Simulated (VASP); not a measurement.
# Te in VASP: notebook

The runs below take Te through single point, with PBE.

Everything below comes from runs of VASP 6.6.1. Logs are shortened: lines on timing, memory, paths and dates and some standing lists are left out, and cuts for length are marked.

### Step 1. The cell of the first run

It takes space group Cmmm (No. 65, orthorhombic). Conventional cell: a = 4.505 Å, b = 4.513 Å, c = 3.225 Å, α = 90.00°, β = 90.00°, γ = 90.00°. Within 4.2 Å of Te (site symmetry mmm) lie 6 Te at 3.19 to 3.22 Å.

### Step 2. Single point, PBE

Contents of INCAR:

```
  PREC = Accurate
  ENCUT = 520
  EDIFF = 1E-6
  ISMEAR = 0
  SIGMA = 0.1
  LREAL = False
  LASPH = True
  NELM = 100
  ALGO = Normal
  ISIF = 2
  LWAVE = False
  LCHARG = True
  GGA = PE
  LELF = True
  LVHAR = True
  NBANDS = 9
```

Contents of KPOINTS:

```
regular mesh
0
Gamma
  18 18 16
```

Contents of POSCAR:

```
Te
1.0
    2.2526070688     -2.2565883373      0.0000000000
    2.2526070688      2.2565883373      0.0000000000
    0.0000000000      0.0000000000      3.2248097444
Te
1
Direct
    0.5000000000      0.5000000000      0.5000000000
```

Potentials or basis: VASP PAW PBE potentials, release 64 (Te).

Run with:

```sh
$ cat potpaw_PBE.64/Te/POTCAR > POTCAR
$ mpirun -np 1 vasp_std > vasp.out
```

OUTCAR:

```text
PREC = Accurate
   ENCUT = 520
   EDIFF = 1E-6
   ISMEAR = 0
   LREAL = False
   LASPH = True
   NELM = 100
   ISIF = 2
   GGA = PE

 ion  position               nearest neighbor table
   1  0.500  0.500  0.500-

  LATTYP: Found a base centered orthorhombic cell.
 ALAT       =     4.5052141376
 B/A-ratio  =     1.0017674048
 C/A-ratio  =     0.7157949980

  Lattice vectors:

 A1 = (   2.2526070688,  -2.2565883373,   0.0000000000)
 A2 = (   2.2526070688,   2.2565883373,   0.0000000000)
 A3 = (   0.0000000000,   0.0000000000,   3.2248097444)

Analysis of symmetry for initial positions (statically):
=====================================================================
 Subroutine PRICEL returns:
 Original cell was already a primitive cell.

 Routine SETGRP: Setting up the symmetry group for a
 base centered orthorhombic supercell.

 Subroutine GETGRP returns: Found  8 space group operations
 (whereof  8 operations were pure point group operations)
 out of a pool of  8 trial point group operations.

The static configuration has the point symmetry D_2h.

Analysis of symmetry for dynamics (positions and initial velocities):
=====================================================================
 Subroutine PRICEL returns:
 Original cell was already a primitive cell.

 Routine SETGRP: Setting up the symmetry group for a
 base centered orthorhombic supercell.

 Subroutine GETGRP returns: Found  8 space group operations
 (whereof  8 operations were pure point group operations)
 out of a pool of  8 trial point group operations.

The dynamic configuration has the point symmetry D_2h.

 Subroutine INISYM returns: Found  8 space group operations
 (whereof  8 operations are pure point group operations),
 and found     1 'primitive' translations

----------------------------------------------------------------------------------------

                                     Primitive cell

  volume of cell :      32.7847

  direct lattice vectors                    reciprocal lattice vectors
     2.252607069 -2.256588337  0.000000000     0.221965032 -0.221573422  0.000000000
     2.252607069  2.256588337  0.000000000     0.221965032  0.221573422  0.000000000
     0.000000000  0.000000000  3.224809744     0.000000000  0.000000000  0.310095813

  length of vectors
     3.188483892  3.188483892  3.224809744     0.313629171  0.313629171  0.310095813

  position of ions in fractional coordinates (direct lattice)
     0.500000000  0.500000000  0.500000000

  ion indices of the primitive-cell ions
   primitive index   ion index
                 1           1

----------------------------------------------------------------------------------------

 KPOINTS: regular mesh

Automatic generation of k-mesh.
 Grid dimensions read from file:
 generate k-points for:   18   18   16

 Generating k-lattice:

  Cartesian coordinates                     Fractional coordinates (reciprocal lattice)
     0.012331391 -0.012309635  0.000000000     0.055555556 -0.000000000  0.000000000
     0.012331391  0.012309635  0.000000000    -0.000000000  0.055555556  0.000000000
     0.000000000  0.000000000  0.019380988     0.000000000  0.000000000  0.062500000

  Length of vectors
     0.017423843  0.017423843  0.019380988

  Shift w.r.t. Gamma in fractional coordinates (k-lattice)
     0.000000000  0.000000000  0.000000000

 Subroutine IBZKPT returns following result:
 ===========================================

 Found    819 irreducible k-points:

 Following reciprocal coordinates:
            Coordinates               Weight
  0.000000  0.000000  0.000000      1.000000
  0.055556 -0.000000  0.000000      4.000000
  0.111111 -0.000000  0.000000      4.000000
  0.166667 -0.000000  0.000000      4.000000
  0.222222 -0.000000  0.000000      4.000000
  0.277778 -0.000000  0.000000      4.000000
[... 16 lines left out ...]
 -0.277778  0.055556  0.000000      4.000000
 -0.222222  0.055556  0.000000      4.000000
 [... further k-points ...]
   k-points           NKPTS =    819   k-points in BZ     NKDIM =    819   number of bands    NBANDS=      9
   number of dos      NEDOS =    301   number of ions     NIONS =      1
   total plane-waves  NPLWV =  13824
   dimension x,y,z NGX =    24 NGY =   24 NGZ =   24
   dimension x,y,z NGXF=    48 NGYF=   48 NGZF=   48
   ions per type =               1
   NGX,Y,Z   is equivalent  to a cutoff of  12.51, 12.51, 12.37 a.u.
   NGXF,Y,Z  is equivalent  to a cutoff of  25.03, 25.03, 24.75 a.u.
 SYSTEM =  unknown system
   PREC   = accura    normal or accurate (medium, high low for compatibility)
   ISTART =      0    job   : 0-new  1-cont  2-samecut
   ICHARG =      2    charge: 1-file 2-atom 10-const
   ISPIN  =      1    spin polarized calculation?
   LNONCOLLINEAR =      F non collinear calculations
   LSORBIT =      F    spin-orbit coupling
   LASPH  =      T    aspherical Exc in radial PAW
   ENCUT  =  520.0 eV  38.22 Ry    6.18 a.u.   5.93  5.93  6.00*2*pi/ulx,y,z
   NELM   =    100;   NELMIN=  2; NELMDL= -5     # of ELM steps
   EDIFF  = 0.1E-05   stopping-criterion for ELM
   LREAL  =      F    real-space projection
[... 7 lines left out ...]
   TEBEG  =    0.0;   TEEND  =   0.0 temperature during run
   PSTRESS=    0.0 pullay stress
   NELECT =       6.0000    total number of electrons
   NUPDOWN=      -1.0000    fix difference up-down
   EMIN   =  10.00;   EMAX   =-10.00  energy-range for DOS
   EFERMI =   0.00;   METHOD = LEGACY
   ISMEAR =     0;   SIGMA  =   0.10  broadening in eV -4-tet -1-fermi 0-gaus
   EFERMI_NEDOS =   21; number of points for ismear=-14 and -15
   IALGO  =     38    algorithm
   IMIX   =      4    mixing-type and parameters
     AMIX     =   0.40;   BMIX     =  1.00
     AMIX_MAG =   1.60;   BMIX_MAG =  1.00
  volume/ion in A,a.u.               =      32.78       221.24
  Fermi-wavevector in a.u.,A,eV,Ry     =   0.929468  1.756441 11.754229  0.863911
  Thomas-Fermi vector in A             =   2.055754
   LORBIT       =      0    0 simple, 1 ext, 2 COOP (PROOUT), +10 PAW based schemes
   GGA     = PE    functional components
   LHFCALC =     F    Hartree Fock is set to
   AEXX    =    0.0000 exact exchange contribution
   IVDW    =     0    specifies the selected vdW correction
   LEPSILON=     F    determine dielectric tensor
   LRPA    =     F    only Hartree local field effects (RPA)
 non-spin polarized calculation
 Gauss-broadening in eV      SIGMA  =   0.10
  energy-cutoff  :      520.00
  volume of cell :       32.78
 maximum number of plane-waves:       912
   NGX = 11   NGY = 11   NGZ = 11

 number of electron       6.0000001 magnetization

 Free energy of the ion-electron system (eV)
  ---------------------------------------------------
  ext. energy  EPLUGINS =         0.00000000
  ---------------------------------------------------
  free energy    TOTEN  =        -3.09973143 eV

  energy without entropy =       -3.09652834  energy(sigma->0) =       -3.09812989

 E-fermi :   6.4106     XC(G=0):  -9.2706

 val. band max:        6.4093248568   @ k =  -0.1667   0.1667   0.3750
 cond. band min:       6.4115235330   @ k =  -0.1111   0.0556   0.1250
 fundamental gap:      0.0021986762
 Fermi energy:         6.4106219104

 k-point     1 :       0.0000    0.0000    0.0000
  band No.  band energies     occupation
      1      -7.1824      2.00000
      2       7.4165      0.00000
      3       7.6650      0.00000
      4       7.6729      0.00000
      5      12.3644      0.00000
      6      12.4980      0.00000
      7      12.9192      0.00000
      8      23.7328      0.00000
      9      23.7451      0.00000

 k-point     2 :       0.0556   -0.0000    0.0000
  band No.  band energies     occupation
      1      -7.1457      2.00000
      2       7.2183      0.00000
      3       7.4498      0.00000
      4       7.7022      0.00000
      5      12.4091      0.00000
      6      12.6879      0.00000
      7      13.2819      0.00000
      8      22.8575      0.00000
      9      23.0861      0.00000

 k-point     3 :       0.1111   -0.0000    0.0000
  band No.  band energies     occupation
      1      -7.0366      2.00000
      2       6.2105      1.99536
      3       7.5475      0.00000
      4       7.7999      0.00000
      5      12.5154      0.00000
      6      12.8617      0.00000
      7      14.4450      0.00000
      8      21.7085      0.00000
      9      21.9491      0.00000

 k-point     4 :       0.1667   -0.0000    0.0000
  band No.  band energies     occupation
      1      -6.8590      2.00000
      2       5.0428      2.00000
      3       7.7037      0.00000
      4       7.9560      0.00000
      5      12.6870      0.00000
      6      13.0673      0.00000
      7      15.9393      0.00000
      8      20.6093      0.00000
      9      20.8577      0.00000

 k-point     5 :       0.2222   -0.0000    0.0000
  band No.  band energies     occupation
      1      -6.6210      2.00000
      2       3.8839      2.00000
      3       7.9074      0.00000
      4       8.1596      0.00000
      5      12.9205      0.00000
      6      13.3437      0.00000
      7      17.4786      0.00000
      8      19.5945      0.00000
      9      19.8490      0.00000

 k-point     6 :       0.2778   -0.0000    0.0000
  band No.  band energies     occupation
      1      -6.3362      2.00000
      2       2.8093      2.00000
      3       8.1417      0.00000
      4       8.3937      0.00000
      5      13.2072      0.00000
      6      13.6975      0.00000
      7      18.5361      0.00000
      8      18.6895      0.00000
      9      18.9496      0.00000
[... 169 lines left out ...]
 k-point    21 :      -0.3889    0.0556    0.0000
  band No.  band energies     occupation
      1      -5.7003      2.00000
      2       1.1569      2.00000
      3       8.4440      0.00000
      4       8.6286      0.00000
      5      14.0210      0.00000
      6      14.8137      0.00000
      7      16.5282      0.00000
      8      17.3659      0.00000
      9      17.8597      0.00000

 k-point    22 :      -0.3333    0.0556    0.0000
  band No.  band energies     occupation
      1      -5.9919      2.00000
      2       1.9071      2.00000
      3       8.2190      0.00000
      4       8.4146      0.00000
      5      13.6657      0.00000
      6      14.4297      0.00000
      7      17.1007      0.00000
      8      17.9570      0.00000
      9      18.5971      0.00000

 k-point    23 :      -0.2778    0.0556    0.0000
  band No.  band energies     occupation
      1      -6.2997      2.00000
      2       2.8461      2.00000
      3       7.9681      0.00000
      4       8.1744      0.00000
      5      13.3189      0.00000
      6      14.0748      0.00000
      7      17.7446      0.00000
      8      18.7223      0.00000
      9      19.0133      0.00000

 k-point    24 :      -0.2222    0.0556    0.0000
  band No.  band energies     occupation
      1      -6.5844      2.00000
      2       3.9207      2.00000
      3       7.7253      0.00000
      4       7.9402      0.00000
      5      13.0151      0.00000
      6      13.7698      0.00000
      7      17.4091      0.00000
      8      19.1318      0.00000
      9      19.6264      0.00000

 [... further k-points ...]
[... 5 lines left out ...]
  --------------------------------------------------------------------------------------
  -------------------------------------------------------------------------------------
  Total       -0.0085592     -0.0099686     -0.0108229      0.0000000      0.0000000      0.0000000
  in kB       -0.4182866     -0.4871615     -0.5289116      0.0000000      0.0000000      0.0000000
  external PRESSURE =      -0.4781199 kB  Pullay stress =       0.0000000 kB

 VOLUME and BASIS-vectors are now :
 -----------------------------------------------------------------------------
  energy-cutoff  :      520.00
  volume of cell :       32.78
      direct lattice vectors                 reciprocal lattice vectors
     2.252607069 -2.256588337  0.000000000     0.221965032 -0.221573422  0.000000000
     2.252607069  2.256588337  0.000000000     0.221965032  0.221573422  0.000000000
     0.000000000  0.000000000  3.224809744     0.000000000  0.000000000  0.310095813

 POSITION                                       TOTAL-FORCE (eV/Angst)
 -----------------------------------------------------------------------------------
      2.25261      0.00000      1.61240        -0.000000     -0.000000      0.000000
 -----------------------------------------------------------------------------------
    total drift:                               -0.000000     -0.000000     -0.000000

  FREE ENERGIE OF THE ION-ELECTRON SYSTEM (eV)
  ---------------------------------------------------
  free  energy   TOTEN  =        -3.0997314286 eV

  energy  without entropy=       -3.0965283430  energy(sigma->0) =       -3.09812989
```

Run time: 50 s. Hardware: 1 thread of Intel Xeon Platinum 8488C (Sapphire Rapids), shared host; peak memory 0.33 GiB.

What came out:

```yaml
Free_energy: -3.0997 eV
Pressure: 0.0 GPa
Band_gap_on_the_k_mesh: zero (band 3 reaches 8.95 eV, above the bottom of band 4 at 3.54 eV)
```

Caveat: spin-orbit coupling is left out, which moves the levels of the heavy elements.

### Step 3. Single point, PBE

This run uses another cell than the first one: it holds 2 atoms, not 1.

Contents of INCAR:

```
ALGO = Normal
EDIFF = 1E-7
ENCUT = 520
GGA = PE
ISIF = 2
ISMEAR = 0
LASPH = True
LCHARG = True
LELF = True
LREAL = False
LVHAR = True
LWAVE = False
NBANDS = 13
NELM = 80
PREC = Accurate
SIGMA = 0.1
```

Contents of KPOINTS:

```
k-points
0
Gamma
  6 6 6
```

Contents of POSCAR:

```
Te
1.0
    2.2426492112      1.2947941258      3.7674000435
   -2.2426492112      1.2947941258      3.7674000435
    0.0000000000     -2.5895882516      3.7674000435
Te
2
Direct
    0.2500005806      0.2500005806      0.2500005806
    0.7499994194      0.7499994194      0.7499994194
```

Potentials or basis: VASP PAW PBE potentials, release 64 (Te).

Run with:

```sh
$ cat potpaw_PBE.64/Te/POTCAR > POTCAR
$ mpirun -np 1 vasp_std > vasp.out
```

It took 62 s on 1 thread of AMD EPYC 7R43 (Zen 3), shared host; peak memory 0.16 GiB.

Results (log left out):

- Free energy: -6.1982 eV
- Pressure: -0.1 GPa
- Band gap on the k mesh: zero (band 6 reaches 8.59 eV, above the bottom of band 7 at 4.76 eV)

Levels at points of the mesh, in eV from the Fermi level:
```
           k point  band 4  band 5  band 6  band 7  band 8  band 9
(0.00, 0.00, 0.00)   -2.85   -2.85    1.15    1.15    1.27    4.28
(0.50, 0.00, 0.00)   -1.96   -1.86   -1.86   -1.62   -1.62    7.33
(0.50, 0.50, 0.00)   -4.45   -4.27    2.21    2.49    2.57    3.82
(0.50, 0.50, 0.50)   -1.78   -1.78   -1.78   -1.48   -1.48    7.25
```

Caveat: spin-orbit coupling is left out, which moves the levels of the heavy elements.

(Part 1 of 2 ends here.)
